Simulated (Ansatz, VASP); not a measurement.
Two plane-wave programs on AgRh

```
CELL_PARAMETERS angstrom
2.77759 0.00000 0.00000
-1.38879 2.40546 0.00000
0.00000 0.00000 4.80860
ATOMIC_POSITIONS crystal
Ag 0.00000 0.00000 0.50000
Rh 0.66667 0.33333 0.00000
```

Alike in both runs: task relaxation of cell and atoms; functional r2SCAN; dispersion D4; k mesh 12 × 12 × 6; no spin polarisation.

```csv
,VASP,Ansatz
version,VASP 6.6.1,Ansatz 0.2.0
potentials or method,"VASP PAW PBE potentials, release 64 (Ag, Rh_pv)","plane waves, PAW"
plane-wave cutoff (eV),600,500
occupations,"methfessel-paxton of order 1, width 0.15 eV","cold, width 0.15 eV"
valence electrons in the cell,26,36
```

|  | VASP | Ansatz | Ansatz less VASP |
| --- | --- | --- | --- |
| relaxed volume (Å³/atom) | 15.26 | 15.22 | -0.041 |
| relaxed cell length with the largest relative difference (Å) | 2.734 | 2.731 | -0.0036 |

VASP's potentials were made for PBE, not for r2SCAN. VASP's potentials hold 26 valence electrons a cell and Ansatz's 36, so a difference there can come from the potentials and not from the codes. Ansatz's warnings: stress scf threshold loose.
